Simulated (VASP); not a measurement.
Input of a VASP 6.6.1 run:

INCAR

```
SYSTEM = Ba
PREC     = Accurate       ! precision mode
ENCUT    = 520            ! plane-wave cutoff, eV
EDIFF    = 1E-6           ! SCF threshold, eV
ISMEAR   = 0              ! smearing method
SIGMA    = 0.1            ! smearing width, eV
LREAL    = .FALSE.        ! projectors in reciprocal space
LASPH    = .TRUE.         ! aspherical terms in the spheres
NELM     = 60             ! most SCF steps
ALGO     = Normal         ! electronic algorithm
ISIF     = 2              ! what is computed and relaxed
LWAVE    = .FALSE.        ! write WAVECAR
LCHARG   = .TRUE.         ! write CHGCAR
GGA      = RP             ! functional
LELF     = .TRUE.         ! ELF
LVHAR    = .TRUE.       
NBANDS   = 11             ! bands
```

Contents of KPOINTS:

```
Automatic mesh
0
G
  6 6 6
  0 0 0
```

File POSCAR:

```
Ba
1.0
    2.9418685538      0.0000000000      0.0000000000
    0.0000000000      2.9418685538      0.0000000000
    0.0000000000      0.0000000000      2.9418685538
Ba
1
Direct
    0.0000000000      0.0000000000      0.0000000000
```

Potentials or basis: VASP PAW PBE potentials, release 64 (Ba_sv).

Run with:

```sh
$ cat potpaw_PBE.64/Ba_sv/POTCAR > POTCAR
$ mpirun -np 1 vasp_std > vasp.out
```

Task: What does it give for the band gap on the k mesh?

Result: Zero (bands 5 and 6 overlap by 3.10 eV).

Task: Predict the pressure.

Result: 37.5 GPa.

Caveat: the cell stands under pressure; the PAW data sets were made with another functional, which shifts forces and pressure a little; spin-orbit coupling is left out, which moves the levels of the heavy elements.
